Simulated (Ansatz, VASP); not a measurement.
# One calculation of Si2C3, two programs

```xyz
5
Lattice="3.7958 0.0000 0.0000 0.0000 4.8597 0.0000 0.0000 0.0000 3.5538" Properties=species:S:1:pos:R:3 pbc="T T T"
Si    1.8979    2.4298    1.7769
Si    1.8979    0.0000    1.7769
C     0.0000    0.0000    1.7769
C     1.8979    0.0000    0.0000
C     0.0000    0.0000    0.0000
```

Change from the starting cell: species swapped into the Zr3Cd2 type (Pmmm, No. 47).

Alike in both runs: functional PBE; k mesh 4 × 4 × 3; occupations gaussian, width 0.2 eV; no spin polarisation.

Ansatz relaxed the structure, and its values are those at the end. VASP's run is a single point on that final structure, the one shown.

```csv
,VASP,Ansatz
version,VASP 6.6.1,Ansatz 0.2.0
potentials or method,"VASP PAW PBE potentials, release 64 (Si, C), cutoff 600 eV","scalar-relativistic, plane waves, PAW"
valence electrons in the cell,20,20
```

|  | VASP | Ansatz | Ansatz less VASP |
| --- | --- | --- | --- |
| gap on the k mesh at the Fermi level (eV) | none | none | - |
| pressure (GPa) | 0.1 | 0.2 | +0.14 |

A gap of «none» marks a metal or a gap that the smearing closes. The functional is the same, so the differences come from potentials, cutoffs and numerics.

The k mesh is coarse, so the values compare programs but aren't converged.
